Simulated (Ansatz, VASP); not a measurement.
# Two plane-wave programs on Al

```xyz
1
Lattice="0.0000 2.0645 2.0645 2.0645 0.0000 2.0645 2.0645 2.0645 0.0000" Properties=species:S:1:pos:R:3 pbc="T T T"
Al    0.0000    0.0000    0.0000
```

Alike in both runs: task single point; functional BLYP; k mesh 11 × 11 × 11; occupations fermi-dirac, width 0.05 eV; no spin polarisation.

```csv
,VASP,Ansatz
version,VASP 6.6.1,Ansatz 0.2.0
potentials or method,"VASP PAW PBE potentials, release 64 (Al)",Ansatz PAW
plane-wave cutoff (eV),520,420
valence electrons in the cell,3,3
```

|  | VASP | Ansatz | Ansatz less VASP |
| --- | --- | --- | --- |
| gap on the k mesh at the Fermi level (eV) | none | none | - |
| pressure (GPa) | -0.6 | -0.7 | -0.08 |

VASP's potentials were made for PBE, not for BLYP. A gap of «none» marks a metal or a gap that the smearing closes.
